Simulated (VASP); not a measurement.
A run of VASP 6.6.1 is set up as follows.

File INCAR:

```
SYSTEM = GaN
  ALGO = Normal
  EDIFF = 1E-7
  ENCUT = 520
  GGA = PS
  ISIF = 2
  ISMEAR = 0
  LASPH = .TRUE.
  LCHARG = .FALSE.
  LREAL = .FALSE.
  LWAVE = .FALSE.
  NBANDS = 26
  NELM = 80
  PREC = Accurate
  SIGMA = 0.01
```

File KPOINTS:

```
k-points
0
G
  8 8 4
  0 0 0
```

Contents of POSCAR:

```
GaN
1.0
    3.1507488495      0.0000000000      0.0000000000
   -1.5753744248      2.7286285446      0.0000000000
    0.0000000000      0.0000000000      5.2105760621
Ga N
2 2
Direct
    0.3333333333      0.6666666667      0.0004897777
    0.6666666667      0.3333333333      0.5004897777
    0.3333333333      0.6666666667      0.3745102223
    0.6666666667      0.3333333333      0.8745102223
```

Potentials or basis: VASP PAW PBE potentials, release 64 (Ga_d, N).

Launch:

```bash
$ cat potpaw_PBE.64/Ga_d/POTCAR potpaw_PBE.64/N/POTCAR > POTCAR
$ mpirun -np 1 vasp_std > vasp.out
```

Question: What does it give for the pressure?

Answer: 2.7 GPa.

Question: Estimate the band gap on the k mesh.

Answer: 1.93 eV, direct.

Stress tensor (GPa, compression positive):
```
 4.21  0.00  0.00
 0.00  4.21  0.00
 0.00  0.00 -0.23
```

Caveat: the cell differs from its parent crystal (in-plane strain -0.01, then relaxed in part); the PAW data sets were made with another functional, which shifts forces and pressure a little.
